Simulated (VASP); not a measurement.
# Rh (Pm-3n) in VASP: further runs

Runs on Rh. Level: PBEsol. Tasks: single point.

Program: VASP 6.6.1. These are calculated values, not measurements. Logs are shortened: lines on timing, memory, paths and dates and some standing lists are left out, and cuts for length are marked.

**1. The cell of the first run**

The structure is cubic, space group Pm-3n (No. 223). The conventional cell has a = 4.820 Å, b = 4.820 Å, c = 4.820 Å, α = 90.00°, β = 90.00°, γ = 90.00°. Within 3.6 Å of Rh (site symmetry m-3) lie 12 Rh at 2.69 Å. Within 3.2 Å of Rh (site symmetry -4m2) lie 14 Rh at 2.41 to 2.95 Å.

**2. Single point, PBEsol**

Input file INCAR:

```
SYSTEM = Rh
PREC = Accurate
ENCUT = 520
EDIFF = 1E-6
ISMEAR = -1
SIGMA = 0.1
LREAL = .False.
LASPH = .True.
NELM = 100
ALGO = Normal
ISIF = 2
LWAVE = .False.
LCHARG = .False.
GGA = PS
NBANDS = 70
```

Input file KPOINTS:

```
regular mesh
0
Gamma
  6 6 6
  0 0 0
```

Input file POSCAR:

```
Rh
1.0
    4.8198671501      0.0000000000      0.0000000000
    0.0000000000      4.8198671501      0.0000000000
    0.0000000000      0.0000000000      4.8198671501
Rh
8
Direct
    0.0000000000      1.0000000000      1.0000000000
    0.5000000000      0.5000000000      0.5000000000
    0.2500000000      1.0000000000      0.5000000000
    0.7500000000      0.0000000000      0.5000000000
    0.5000000000      0.2500000000      0.0000000000
    0.5000000000      0.7500000000      0.0000000000
    0.0000000000      0.5000000000      0.2500000000
    0.0000000000      0.5000000000      0.7500000000
```

Potentials or basis: VASP PAW PBE potentials, release 64 (Rh_pv).

On the command line:

```console
$ cat potpaw_PBE.64/Rh_pv/POTCAR > POTCAR
$ mpirun -np 1 vasp_std > vasp.out
```

OUTCAR:

```text
SYSTEM = Rh
   PREC = Accurate
   ENCUT = 520
   EDIFF = 1E-6
   ISMEAR = -1
   LREAL = .False.
   LASPH = .True.
   NELM = 100
   ISIF = 2
   GGA = PS

 ion  position               nearest neighbor table
   1  0.000  0.000  0.000-   3 2.69   4 2.69   5 2.69   6 2.69   7 2.69   8 2.69   3 2.69   4 2.69
                             7 2.69   8 2.69   5 2.69   6 2.69
   2  0.500  0.500  0.500-   3 2.69   4 2.69   5 2.69   6 2.69   7 2.69   8 2.69   5 2.69   6 2.69
                             3 2.69   4 2.69   7 2.69   8 2.69
   3  0.250  0.000  0.500-   4 2.41   4 2.41   1 2.69   1 2.69   2 2.69   2 2.69   8 2.95   7 2.95
                             8 2.95   7 2.95   6 2.95   5 2.95   5 2.95   6 2.95
   4  0.750  0.000  0.500-   3 2.41   3 2.41   1 2.69   1 2.69   2 2.69   2 2.69   8 2.95   7 2.95
                             8 2.95   7 2.95   6 2.95   5 2.95   5 2.95   6 2.95
   5  0.500  0.250  0.000-   6 2.41   6 2.41   1 2.69   2 2.69   2 2.69   1 2.69   8 2.95   7 2.95
                             7 2.95   8 2.95   3 2.95   4 2.95   3 2.95   4 2.95
   6  0.500  0.750  0.000-   5 2.41   5 2.41   1 2.69   2 2.69   2 2.69   1 2.69   8 2.95   7 2.95
                             7 2.95   8 2.95   3 2.95   4 2.95   3 2.95   4 2.95
   7  0.000  0.500  0.250-   8 2.41   8 2.41   1 2.69   2 2.69   1 2.69   2 2.69   3 2.95   4 2.95
                             5 2.95   3 2.95   4 2.95   6 2.95   5 2.95   6 2.95
   8  0.000  0.500  0.750-   7 2.41   7 2.41   1 2.69   2 2.69   1 2.69   2 2.69   3 2.95   4 2.95
                             5 2.95   3 2.95   4 2.95   6 2.95   5 2.95   6 2.95

  LATTYP: Found a simple cubic cell.
 ALAT       =     4.8198671501

  Lattice vectors:

 A1 = (   4.8198671501,   0.0000000000,   0.0000000000)
 A2 = (   0.0000000000,   4.8198671501,   0.0000000000)
 A3 = (   0.0000000000,   0.0000000000,   4.8198671501)

Analysis of symmetry for initial positions (statically):
=====================================================================
 Subroutine PRICEL returns:
 Original cell was already a primitive cell.

 Routine SETGRP: Setting up the symmetry group for a
 simple cubic supercell.

 Subroutine GETGRP returns: Found 48 space group operations
 (whereof 24 operations were pure point group operations)
 out of a pool of 48 trial point group operations.

The static configuration has the point symmetry T_h .
 The point group associated with its full space group is O_h .

Analysis of symmetry for dynamics (positions and initial velocities):
=====================================================================
 Subroutine PRICEL returns:
 Original cell was already a primitive cell.

 Routine SETGRP: Setting up the symmetry group for a
 simple cubic supercell.

 Subroutine GETGRP returns: Found 48 space group operations
 (whereof 24 operations were pure point group operations)
 out of a pool of 48 trial point group operations.

The dynamic configuration has the point symmetry T_h .
 The point group associated with its full space group is O_h .

 Subroutine INISYM returns: Found 48 space group operations
 (whereof 24 operations are pure point group operations),
 and found     1 'primitive' translations

----------------------------------------------------------------------------------------

                                     Primitive cell

  volume of cell :     111.9709

  direct lattice vectors                    reciprocal lattice vectors
     4.819867150  0.000000000  0.000000000     0.207474598  0.000000000  0.000000000
     0.000000000  4.819867150  0.000000000     0.000000000  0.207474598  0.000000000
     0.000000000  0.000000000  4.819867150     0.000000000  0.000000000  0.207474598

  length of vectors
     4.819867150  4.819867150  4.819867150     0.207474598  0.207474598  0.207474598

  position of ions in fractional coordinates (direct lattice)
     0.000000000  0.000000000  0.000000000
     0.500000000  0.500000000  0.500000000
     0.250000000  0.000000000  0.500000000
     0.750000000  0.000000000  0.500000000
     0.500000000  0.250000000  0.000000000
     0.500000000  0.750000000  0.000000000
     0.000000000  0.500000000  0.250000000
     0.000000000  0.500000000  0.750000000

  ion indices of the primitive-cell ions
   primitive index   ion index
                 1           1
                 2           2
                 3           3
                 4           4
                 5           5
                 6           6
                 7           7
                 8           8

----------------------------------------------------------------------------------------

 KPOINTS: regular mesh

Automatic generation of k-mesh.
 Grid dimensions read from file:
 generate k-points for:    6    6    6

 Generating k-lattice:

  Cartesian coordinates                     Fractional coordinates (reciprocal lattice)
     0.034579100  0.000000000  0.000000000     0.166666667  0.000000000  0.000000000
     0.000000000  0.034579100  0.000000000     0.000000000  0.166666667  0.000000000
     0.000000000  0.000000000  0.034579100     0.000000000  0.000000000  0.166666667

  Length of vectors
     0.034579100  0.034579100  0.034579100

  Shift w.r.t. Gamma in fractional coordinates (k-lattice)
     0.000000000  0.000000000  0.000000000

 Subroutine IBZKPT returns following result:
 ===========================================

 Found     20 irreducible k-points:

 Following reciprocal coordinates:
            Coordinates               Weight
  0.000000  0.000000  0.000000      1.000000
  0.166667  0.000000  0.000000      6.000000
  0.333333  0.000000  0.000000      6.000000
  0.500000  0.000000  0.000000      3.000000
  0.166667  0.166667  0.000000     12.000000
  0.333333  0.166667  0.000000     24.000000
[... 12 lines left out ...]
  0.500000  0.500000  0.333333      6.000000
  0.500000  0.500000  0.500000      1.000000
   k-points           NKPTS =     20   k-points in BZ     NKDIM =     20   number of bands    NBANDS=     70
   number of dos      NEDOS =    301   number of ions     NIONS =      8
   total plane-waves  NPLWV =  46656
   dimension x,y,z NGX =    36 NGY =   36 NGZ =   36
   dimension x,y,z NGXF=    72 NGYF=   72 NGZF=   72
   ions per type =               8
   NGX,Y,Z   is equivalent  to a cutoff of  12.42, 12.42, 12.42 a.u.
   NGXF,Y,Z  is equivalent  to a cutoff of  24.83, 24.83, 24.83 a.u.
 SYSTEM =  Rh
   PREC   = accura    normal or accurate (medium, high low for compatibility)
   ISTART =      0    job   : 0-new  1-cont  2-samecut
   ICHARG =      2    charge: 1-file 2-atom 10-const
   ISPIN  =      1    spin polarized calculation?
   LNONCOLLINEAR =      F non collinear calculations
   LSORBIT =      F    spin-orbit coupling
   LASPH  =      T    aspherical Exc in radial PAW
   ENCUT  =  520.0 eV  38.22 Ry    6.18 a.u.   8.96  8.96  8.96*2*pi/ulx,y,z
   NELM   =    100;   NELMIN=  2; NELMDL= -5     # of ELM steps
   EDIFF  = 0.1E-05   stopping-criterion for ELM
   LREAL  =      F    real-space projection
   EDIFFG = 0.1E-04   stopping-criterion for IOM
   NSW    =      0    number of steps for IOM
   IBRION =     -1    ionic relax: 0-MD 1-quasi-New 2-CG
   NFREE  =      0    steps in history (QN), initial steepest desc. (CG)
   ISIF   =      2    stress and relaxation
   ISYM   =      2    0-nonsym 1-usesym 2-fastsym
   POTIM  = 0.5000    time-step for ionic-motion
   TEBEG  =    0.0;   TEEND  =   0.0 temperature during run
   PSTRESS=    0.0 pullay stress
   NELECT =     120.0000    total number of electrons
   NUPDOWN=      -1.0000    fix difference up-down
   EMIN   =  10.00;   EMAX   =-10.00  energy-range for DOS
   EFERMI =   0.00;   METHOD = LEGACY
   ISMEAR =    -1;   SIGMA  =   0.10  broadening in eV -4-tet -1-fermi 0-gaus
   EFERMI_NEDOS =   21; number of points for ismear=-14 and -15
   IALGO  =     38    algorithm
   IMIX   =      4    mixing-type and parameters
     AMIX     =   0.40;   BMIX     =  1.00
     AMIX_MAG =   1.60;   BMIX_MAG =  1.00
  volume/ion in A,a.u.               =      14.00        94.45
  Fermi-wavevector in a.u.,A,eV,Ry     =   1.675329  3.165913 38.187855  2.806728
  Thomas-Fermi vector in A             =   2.759968
   LORBIT       =      0    0 simple, 1 ext, 2 COOP (PROOUT), +10 PAW based schemes
   GGA     = PS    functional components
   LHFCALC =     F    Hartree Fock is set to
   AEXX    =    0.0000 exact exchange contribution
   IVDW    =     0    specifies the selected vdW correction
   LEPSILON=     F    determine dielectric tensor
   LRPA    =     F    only Hartree local field effects (RPA)
 non-spin polarized calculation
  energy-cutoff  :      520.00
  volume of cell :      111.97
 maximum number of plane-waves:      3040
 NGX is ok and might be reduce to    36
   NGX = 17   NGY = 17   NGZ = 17

 number of electron     119.9999990 magnetization

 Free energy of the ion-electron system (eV)
  ---------------------------------------------------
  ext. energy  EPLUGINS =         0.00000000
  ---------------------------------------------------
  free energy    TOTEN  =       -62.74057374 eV

  energy without entropy =      -62.24904912  energy(sigma->0) =      -62.49481143

 E-fermi :  11.4604     XC(G=0): -14.0796

 val. band max:       11.4590185626   @ k =   0.3333   0.3333   0.0000
 cond. band min:      11.4876990615   @ k =   0.5000   0.3333   0.1667
 fundamental gap:      0.0286804989
 Fermi energy:        11.4603704871

 k-point     1 :       0.0000    0.0000    0.0000
  band No.  band energies     occupation
      1     -35.9002      2.00000
      2     -35.9002      2.00000
      3     -35.8226      2.00000
      4     -35.3613      2.00000
      5     -35.3613      2.00000
      6     -35.3613      2.00000
[... 62 lines left out ...]
     69      16.3435      0.00000
     70      16.3435      0.00000

 k-point     2 :       0.1667    0.0000    0.0000
  band No.  band energies     occupation
      1     -35.9026      2.00000
      2     -35.8740      2.00000
      3     -35.7876      2.00000
      4     -35.3578      2.00000
      5     -35.3578      2.00000
      6     -35.3271      2.00000
[... 1306 lines left out ...]
 k-point    20 :       0.5000    0.5000    0.5000
  band No.  band energies     occupation
      1     -35.4198      2.00000
      2     -35.4198      2.00000
      3     -35.4198      2.00000
      4     -35.4198      2.00000
      5     -35.4198      2.00000
      6     -35.4198      2.00000
[... 62 lines left out ...]
     69      13.0467      0.00000
     70      13.0467      0.00000

------------------------ aborting loop because EDIFF is reached ----------------------------------------

  FORCE on cell =-STRESS in cart. coord.  units (eV):
  Direction    XX          YY          ZZ          XY          YZ          ZX
  --------------------------------------------------------------------------------------
  -------------------------------------------------------------------------------------
  Total       -0.0369416     -0.0369416     -0.0369416      0.0000000      0.0000000     -0.0000000
  in kB       -0.5285924     -0.5285924     -0.5285924      0.0000000      0.0000000     -0.0000000
  external PRESSURE =      -0.5285924 kB  Pullay stress =       0.0000000 kB

 VOLUME and BASIS-vectors are now :
 -----------------------------------------------------------------------------
  energy-cutoff  :      520.00
  volume of cell :      111.97
      direct lattice vectors                 reciprocal lattice vectors
     4.819867150  0.000000000  0.000000000     0.207474598  0.000000000  0.000000000
     0.000000000  4.819867150  0.000000000     0.000000000  0.207474598  0.000000000
     0.000000000  0.000000000  4.819867150     0.000000000  0.000000000  0.207474598

 POSITION                                       TOTAL-FORCE (eV/Angst)
 -----------------------------------------------------------------------------------
      0.00000      0.00000      0.00000        -0.000000     -0.000000     -0.000000
      2.40993      2.40993      2.40993        -0.000000     -0.000000     -0.000000
      1.20497      0.00000      2.40993        -0.000000      0.000000     -0.000000
      3.61490      0.00000      2.40993         0.000000      0.000000      0.000000
      2.40993      1.20497      0.00000        -0.000000     -0.000000     -0.000000
      2.40993      3.61490      0.00000         0.000000     -0.000000      0.000000
      0.00000      2.40993      1.20497         0.000000     -0.000000     -0.000000
      0.00000      2.40993      3.61490        -0.000000     -0.000000     -0.000000
 -----------------------------------------------------------------------------------
    total drift:                                0.000000      0.000000     -0.000000

  FREE ENERGIE OF THE ION-ELECTRON SYSTEM (eV)
  ---------------------------------------------------
  free  energy   TOTEN  =       -62.7405737385 eV

  energy  without entropy=      -62.2490491178  energy(sigma->0) =      -62.49481143
```

It took 3 min on 1 thread of Intel Xeon 8259CL, shared host; peak memory 0.26 GiB.

Results:

- Free energy: -62.7406 eV
- Pressure: -0.1 GPa
- Band gap on the k mesh: zero (band 60 reaches 11.78 eV, above the bottom of band 61 at 11.34 eV)

Caveat: the PAW data sets were made with another functional, which shifts forces and pressure a little.

**3. Single point, PBEsol**

Input file INCAR:

```
SYSTEM = Rh
PREC = Accurate
ENCUT = 520
EDIFF = 1E-6
ISMEAR = -1
SIGMA = 0.1
LREAL = .FALSE.
LASPH = .TRUE.
NELM = 100
ALGO = Normal
ISIF = 2
LWAVE = .FALSE.
LCHARG = .TRUE.
GGA = PS
LELF = .TRUE.
LVHAR = .TRUE.
NBANDS = 70
```

Input file KPOINTS:

```
regular mesh
0
G
  7 7 7
  0 0 0
```

POSCAR is that of step 2.

Potentials or basis: VASP PAW PBE potentials, release 64 (Rh_pv).

On the command line:

```console
$ cat potpaw_PBE.64/Rh_pv/POTCAR > POTCAR
$ mpirun -np 1 vasp_std > vasp.out
```

OUTCAR:

```text
SYSTEM = Rh
   PREC = Accurate
   ENCUT = 520
   EDIFF = 1E-6
   ISMEAR = -1
   LREAL = .FALSE.
   LASPH = .TRUE.
   NELM = 100
   ISIF = 2
   GGA = PS

 ion  position               nearest neighbor table
   1  0.000  0.000  0.000-   3 2.69   4 2.69   5 2.69   6 2.69   7 2.69   8 2.69   3 2.69   4 2.69
                             7 2.69   8 2.69   5 2.69   6 2.69
   2  0.500  0.500  0.500-   3 2.69   4 2.69   5 2.69   6 2.69   7 2.69   8 2.69   5 2.69   6 2.69
                             3 2.69   4 2.69   7 2.69   8 2.69
   3  0.250  0.000  0.500-   4 2.41   4 2.41   1 2.69   1 2.69   2 2.69   2 2.69   8 2.95   7 2.95
                             8 2.95   7 2.95   6 2.95   5 2.95   5 2.95   6 2.95
[... 1677 lines left out ...]
  in kB       -0.1574312     -0.1574312     -0.1574312      0.0000000     -0.0000000     -0.0000000
  external PRESSURE =      -0.1574312 kB  Pullay stress =       0.0000000 kB

 VOLUME and BASIS-vectors are now :
 -----------------------------------------------------------------------------
  energy-cutoff  :      520.00
  volume of cell :      111.97
      direct lattice vectors                 reciprocal lattice vectors
     4.819867150  0.000000000  0.000000000     0.207474598  0.000000000  0.000000000
     0.000000000  4.819867150  0.000000000     0.000000000  0.207474598  0.000000000
     0.000000000  0.000000000  4.819867150     0.000000000  0.000000000  0.207474598

 POSITION                                       TOTAL-FORCE (eV/Angst)
 -----------------------------------------------------------------------------------
      0.00000      0.00000      0.00000        -0.000000      0.000000      0.000000
      2.40993      2.40993      2.40993        -0.000000      0.000000      0.000000
      1.20497      0.00000      2.40993         0.000000      0.000000     -0.000000
      3.61490      0.00000      2.40993        -0.000000      0.000000      0.000000
      2.40993      1.20497      0.00000        -0.000000     -0.000000      0.000000
      2.40993      3.61490      0.00000         0.000000      0.000000     -0.000000
      0.00000      2.40993      1.20497        -0.000000      0.000000      0.000000
      0.00000      2.40993      3.61490         0.000000     -0.000000     -0.000000
 -----------------------------------------------------------------------------------
    total drift:                                0.000000      0.000000     -0.000000

  FREE ENERGIE OF THE ION-ELECTRON SYSTEM (eV)
  ---------------------------------------------------
  free  energy   TOTEN  =       -62.7228959081 eV

  energy  without entropy=      -62.2186662499  energy(sigma->0) =      -62.47078108
```

Run time: 3.5 min. Hardware: 1 thread of Intel Xeon 8259CL, shared host; peak memory 0.26 GiB.

Results:

```yaml
Free_energy: -62.7229 eV
Pressure: 0.0 GPa
Band_gap_on_the_k_mesh: zero (band 60 reaches 11.77 eV, above the bottom of band 61 at 11.38 eV)
```

Levels at points of the mesh, in eV from the Fermi level:
```csv
k point,band 56,band 57,band 58,band 59,band 60,band 61,band 62,band 63,band 64,band 65
"(0.00, 0.00, 0.00)",-0.85,-0.85,-0.31,-0.31,0.23,0.23,0.23,0.65,0.65,0.65
```

Caveat: the PAW data sets were made with another functional, which shifts forces and pressure a little.
